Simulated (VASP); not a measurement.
# Hf in VASP: single point with PBE+D3(BJ)

Aim: the single point of Hf with PBE+D3(BJ).

All numbers are computed with VASP 6.6.1; they aren't measurements. Logs are shortened: lines on timing, memory, paths and dates and some standing lists are left out, and cuts for length are marked.

## (1) The cell of the first run

The cell holds a slab with vacuum, 3 atoms: a = 3.091 Å, b = 3.091 Å, c = 21.907 Å, α = 90.00°, β = 90.00°, γ = 120.00°.

## (2) Single point, PBE+D3(BJ)

Input file INCAR:

```
  PREC = Accurate
  ENCUT = 400
  EDIFF = 1E-6
  ISMEAR = 1
  SIGMA = 0.1
  LREAL = F
  LASPH = T
  NELM = 120
  ALGO = Normal
  ISIF = 2
  LWAVE = F
  LCHARG = F
  LDIPOL = T
  IDIPOL = 3
  DIPOL = 0.5 0.5 0.435
  GGA = PE
  IVDW = 12
  NBANDS = 22
  GGA_COMPAT = F
  NELMDL = -8
```

Input file KPOINTS:

```
regular mesh
0
Gamma
  12 12 1
```

Input file POSCAR:

```
Hf
1.0
    3.0912746496      0.0000000000      0.0000000000
   -1.5456373248      2.6771223766      0.0000000000
    0.0000000000      0.0000000000     21.9067976069
Hf
3
Direct
    0.6666666667      0.3333333333      0.3195355216
    0.3333333333      0.6666666667      0.4303655864
    0.6666666667      0.3333333333      0.5542915208
```

Potentials or basis: VASP PAW PBE potentials, release 64 (Hf_pv).

On the command line:

```sh
> cat potpaw_PBE.64/Hf_pv/POTCAR > POTCAR
> mpirun -np 1 vasp_std > vasp.out
```

OUTCAR:

```text
PREC = Accurate
   ENCUT = 400
   EDIFF = 1E-6
   ISMEAR = 1
   LREAL = F
   LASPH = T
   NELM = 120
   ISIF = 2
   GGA = PE
   IVDW = 12
   NELMDL = -8
 IVDW          = 12

 ion  position               nearest neighbor table
   1  0.667  0.333  0.320-   2 3.01   2 3.01   2 3.01
   2  0.333  0.667  0.430-   1 3.01   1 3.01   1 3.01   3 3.25   3 3.25   3 3.25
   3  0.667  0.333  0.554-   2 3.25   2 3.25   2 3.25

  LATTYP: Found a hexagonal cell.
 ALAT       =     3.0912746496
 C/A-ratio  =     7.0866552119

  Lattice vectors:

 A1 = (   3.0912746496,   0.0000000000,   0.0000000000)
 A2 = (  -1.5456373248,   2.6771223766,   0.0000000000)
 A3 = (   0.0000000000,   0.0000000000,  21.9067976069)

Analysis of symmetry for initial positions (statically):
=====================================================================
 Subroutine PRICEL returns:
 Original cell was already a primitive cell.

 Routine SETGRP: Setting up the symmetry group for a
 hexagonal supercell.

 Subroutine GETGRP returns: Found  6 space group operations
 (whereof  6 operations were pure point group operations)
 out of a pool of 24 trial point group operations.

The static configuration has the point symmetry C_3v.

Analysis of symmetry for dynamics (positions and initial velocities):
=====================================================================
 Subroutine PRICEL returns:
 Original cell was already a primitive cell.

 Routine SETGRP: Setting up the symmetry group for a
 hexagonal supercell.

 Subroutine GETGRP returns: Found  6 space group operations
 (whereof  6 operations were pure point group operations)
 out of a pool of 24 trial point group operations.

The dynamic configuration has the point symmetry C_3v.

 Subroutine INISYM returns: Found  6 space group operations
 (whereof  6 operations are pure point group operations),
 and found     1 'primitive' translations

----------------------------------------------------------------------------------------

                                     Primitive cell

  volume of cell :     181.2945

  direct lattice vectors                    reciprocal lattice vectors
     3.091274650  0.000000000  0.000000000     0.323491153  0.186767704  0.000000000
    -1.545637325  2.677122377  0.000000000     0.000000000  0.373535408  0.000000000
     0.000000000  0.000000000 21.906797607     0.000000000  0.000000000  0.045647932

  length of vectors
     3.091274650  3.091274650 21.906797607     0.373535408  0.373535408  0.045647932

  position of ions in fractional coordinates (direct lattice)
     0.666666667  0.333333333  0.319535522
     0.333333333  0.666666667  0.430365586
     0.666666667  0.333333333  0.554291521

  ion indices of the primitive-cell ions
   primitive index   ion index
                 1           1
                 2           2
                 3           3

----------------------------------------------------------------------------------------

 KPOINTS: regular mesh

Automatic generation of k-mesh.
 Grid dimensions read from file:
 generate k-points for:   12   12    1

 Generating k-lattice:

  Cartesian coordinates                     Fractional coordinates (reciprocal lattice)
     0.026957596  0.015563975  0.000000000     0.083333333  0.000000000  0.000000000
     0.000000000  0.031127951  0.000000000     0.000000000  0.083333333  0.000000000
     0.000000000  0.000000000  0.045647932     0.000000000  0.000000000  1.000000000

  Length of vectors
     0.031127951  0.031127951  0.045647932

  Shift w.r.t. Gamma in fractional coordinates (k-lattice)
     0.000000000  0.000000000  0.000000000

 Subroutine IBZKPT returns following result:
 ===========================================

 Found     19 irreducible k-points:

 Following reciprocal coordinates:
            Coordinates               Weight
  0.000000  0.000000  0.000000      1.000000
  0.083333  0.000000  0.000000      6.000000
  0.166667 -0.000000  0.000000      6.000000
  0.250000  0.000000  0.000000      6.000000
  0.333333  0.000000  0.000000      6.000000
  0.416667 -0.000000  0.000000      6.000000
[... 11 lines left out ...]
  0.333333  0.250000  0.000000     12.000000
  0.333333  0.333333  0.000000      2.000000
   k-points           NKPTS =     19   k-points in BZ     NKDIM =     19   number of bands    NBANDS=     22
   number of dos      NEDOS =    301   number of ions     NIONS =      3
   total plane-waves  NPLWV =  57600
   dimension x,y,z NGX =    20 NGY =   20 NGZ =  144
   dimension x,y,z NGXF=    40 NGYF=   40 NGZF=  288
   ions per type =               3
   NGX,Y,Z   is equivalent  to a cutoff of  10.76, 10.76, 10.93 a.u.
   NGXF,Y,Z  is equivalent  to a cutoff of  21.51, 21.51, 21.86 a.u.
 SYSTEM =  unknown system
   PREC   = accura    normal or accurate (medium, high low for compatibility)
   ISTART =      0    job   : 0-new  1-cont  2-samecut
   ICHARG =      2    charge: 1-file 2-atom 10-const
   ISPIN  =      1    spin polarized calculation?
   LNONCOLLINEAR =      F non collinear calculations
   LSORBIT =      F    spin-orbit coupling
   LASPH  =      T    aspherical Exc in radial PAW
   ENCUT  =  400.0 eV  29.40 Ry    5.42 a.u.   5.04  5.04 35.72*2*pi/ulx,y,z
   NELM   =    120;   NELMIN=  2; NELMDL= -8     # of ELM steps
   EDIFF  = 0.1E-05   stopping-criterion for ELM
   LREAL  =      F    real-space projection
   EDIFFG = 0.1E-04   stopping-criterion for IOM
   NSW    =      0    number of steps for IOM
   IBRION =     -1    ionic relax: 0-MD 1-quasi-New 2-CG
   NFREE  =      0    steps in history (QN), initial steepest desc. (CG)
   ISIF   =      2    stress and relaxation
   ISYM   =      2    0-nonsym 1-usesym 2-fastsym
   POTIM  = 0.5000    time-step for ionic-motion
   TEBEG  =    0.0;   TEEND  =   0.0 temperature during run
   PSTRESS=    0.0 pullay stress
   NELECT =      30.0000    total number of electrons
   NUPDOWN=      -1.0000    fix difference up-down
   EMIN   =  10.00;   EMAX   =-10.00  energy-range for DOS
   EFERMI =   0.00;   METHOD = LEGACY
   ISMEAR =     1;   SIGMA  =   0.10  broadening in eV -4-tet -1-fermi 0-gaus
   EFERMI_NEDOS =   21; number of points for ismear=-14 and -15
   IALGO  =     38    algorithm
   IMIX   =      4    mixing-type and parameters
     AMIX     =   0.40;   BMIX     =  1.00
     AMIX_MAG =   1.60;   BMIX_MAG =  1.00
  volume/ion in A,a.u.               =      60.43       407.81
  Fermi-wavevector in a.u.,A,eV,Ry     =   0.898781  1.698449 10.990875  0.807807
  Thomas-Fermi vector in A             =   2.021533
   LORBIT       =      0    0 simple, 1 ext, 2 COOP (PROOUT), +10 PAW based schemes
   GGA     = PE    functional components
   LHFCALC =     F    Hartree Fock is set to
   AEXX    =    0.0000 exact exchange contribution
   IVDW    =    12    specifies the selected vdW correction
   LEPSILON=     F    determine dielectric tensor
   LRPA    =     F    only Hartree local field effects (RPA)
 non-spin polarized calculation
 Methfessel and Paxton  Order N= 1 SIGMA  =   0.10
  energy-cutoff  :      400.00
  volume of cell :      181.29
 maximum number of plane-waves:      3333
   NGX = 11   NGY = 11   NGZ = 71

 dipolmoment           0.000000      0.000000      0.001539 electrons x Angstroem

 number of electron      30.0000001 magnetization

 dipolmoment           0.000000      0.000000     -0.010967 electrons x Angstroem

 Free energy of the ion-electron system (eV)
  ---------------------------------------------------
  ext. energy  EPLUGINS =         0.00000000
  ---------------------------------------------------
  free energy    TOTEN  =       -27.77247403 eV

  energy without entropy =      -27.77142477  energy(sigma->0) =      -27.77212428

 E-fermi :  -0.8363     XC(G=0):  -5.0470

 val. band max:       -0.8522208091   @ k =   0.2500   0.0000   0.0000
 cond. band min:      -0.8324871435   @ k =   0.1667   0.0833   0.0000
 fundamental gap:      0.0197336656
 Fermi energy:        -0.8362508635

 k-point     1 :       0.0000    0.0000    0.0000
  band No.  band energies     occupation
      1     -31.6720      2.00000
      2     -31.5261      2.00000
      3     -31.0436      2.00000
      4     -31.0436      2.00000
      5     -30.9549      2.00000
      6     -30.9549      2.00000
[... 14 lines left out ...]
     21       1.0760     -0.00000
     22       1.0760     -0.00000

 k-point     2 :       0.0833    0.0000    0.0000
  band No.  band energies     occupation
      1     -31.6578      2.00000
      2     -31.5206      2.00000
      3     -31.0984      2.00000
      4     -31.0559      2.00000
      5     -31.0199      2.00000
      6     -30.9680      2.00000
[... 14 lines left out ...]
     21       0.9171     -0.00000
     22       1.2732      0.00000

 k-point     3 :       0.1667   -0.0000    0.0000
  band No.  band energies     occupation
      1     -31.6193      2.00000
      2     -31.5075      2.00000
      3     -31.2435      2.00000
      4     -31.1740      2.00000
      5     -31.0892      2.00000
      6     -31.0036      2.00000
[... 14 lines left out ...]
     21       1.4504      0.00000
     22       1.8445      0.00000
[... 351 lines left out ...]
 k-point    18 :       0.3333    0.2500    0.0000
  band No.  band energies     occupation
      1     -31.6750      2.00000
      2     -31.6219      2.00000
      3     -31.5030      2.00000
      4     -31.4545      2.00000
      5     -31.4157      2.00000
      6     -31.3916      2.00000
[... 14 lines left out ...]
     21       2.8360      0.00000
     22       3.2233      0.00000

 k-point    19 :       0.3333    0.3333    0.0000
  band No.  band energies     occupation
      1     -31.5927      2.00000
      2     -31.5786      2.00000
      3     -31.5319      2.00000
      4     -31.5132      2.00000
      5     -31.4890      2.00000
      6     -31.3979      2.00000
[... 14 lines left out ...]
     21       2.8938      0.00000
     22       3.3083      0.00000

------------------------ aborting loop because EDIFF is reached ----------------------------------------

 vacuum level on the upper side and lower side of the slab       (xc-potential included)        -0.515        -0.232

 Edisp (eV)   -0.92829

 E8    (eV) :    -0.5180

  FORCE on cell =-STRESS in cart. coord.  units (eV):
  Direction    XX          YY          ZZ          XY          YZ          ZX
  --------------------------------------------------------------------------------------
  -------------------------------------------------------------------------------------
  Total      -0.56580    -0.56580    -1.41330     0.00000    -0.00000     0.00000
  in kB      -5.00021    -5.00021   -12.48993     0.00000    -0.00000     0.00000
  external pressure =       -7.50 kB  Pullay stress =        0.00 kB

 VOLUME and BASIS-vectors are now :
 -----------------------------------------------------------------------------
  energy-cutoff  :      400.00
  volume of cell :      181.29
      direct lattice vectors                 reciprocal lattice vectors
     3.091274650  0.000000000  0.000000000     0.323491153  0.186767704  0.000000000
    -1.545637325  2.677122377  0.000000000     0.000000000  0.373535408  0.000000000
     0.000000000  0.000000000 21.906797607     0.000000000  0.000000000  0.045647932

 POSITION                                       TOTAL-FORCE (eV/Angst)
 -----------------------------------------------------------------------------------
      1.54564      0.89237      7.00000         0.000000      0.000000     -0.071519
     -0.00000      1.78475      9.42793         0.000000      0.000000      0.640168
      1.54564      0.89237     12.14275        -0.000000      0.000000     -0.568649
 -----------------------------------------------------------------------------------
    total drift:                                0.000000     -0.000000     -0.000932

  FREE ENERGIE OF THE ION-ELECTRON SYSTEM (eV)
  ---------------------------------------------------
  free  energy   TOTEN  =       -28.7007684110 eV

  energy  without entropy=      -28.6997191512  energy(sigma->0) =      -28.70041866

 vacuum level on the upper side and lower side of the slab         2.915         3.192
```

Run time: 3.3 min. Hardware: 1 thread of Intel Xeon 8259CL, shared host; peak memory 0.24 GiB.

What came out:

* Free energy: -28.7008 eV
* Largest force: 0.640 eV/Å
* Band gap on the k mesh: zero (band 15 reaches -0.51 eV, above the bottom of band 16 at -1.16 eV)
* Dispersion energy per atom: -0.309 eV

Forces in eV/Å, atoms in the order of the input:
```
Hf   0.000  0.000 -0.072
Hf   0.000  0.000  0.640
Hf   0.000  0.000 -0.569
```

Caveat: spin-orbit coupling is left out, which moves the levels of the heavy elements.
